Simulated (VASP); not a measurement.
Input of a VASP 6.6.1 run:

The input INCAR:

```
SYSTEM = ZrO2
PREC = Accurate ; ENCUT = 600
EDIFF = 1E-6 ; ISMEAR = -1
SIGMA = 0.1 ; LREAL = .FALSE.
LASPH = .TRUE. ; NELM = 120
ALGO = Normal ; ISIF = 2
LWAVE = .FALSE. ; LCHARG = .FALSE.
GGA = PE ; NBANDS = 19
GGA_COMPAT = .FALSE.
```

KPOINTS

```
regular mesh
0
G
  6 6 6
  0 0 0
```

POSCAR

```
ZrO2
1.0
   -2.5580139256      0.0000000000      2.5580139256
    0.0000000000      2.5580139256      2.5580139256
   -2.5580139256      2.5580139256      0.0000000000
Zr O
1 2
Direct
    0.0000000000      0.0000000000      0.0000000000
    0.2500000000      0.2500000000      0.2500000000
    0.7500000000      0.7500000000      0.7500000000
```

Potentials or basis: VASP PAW PBE potentials, release 64 (Zr_sv, O).

Run with:

```console
$ cat potpaw_PBE.64/Zr_sv/POTCAR potpaw_PBE.64/O/POTCAR > POTCAR
$ mpirun -np 1 vasp_std > vasp.out
```

Estimate the pressure.

0.0 GPa.

What does it give for the band gap on the k mesh?

3.31 eV, indirect (least direct gap 3.74 eV).

A k mesh can miss the band edges. As with any semilocal functional, this PBE gap is likely too small.
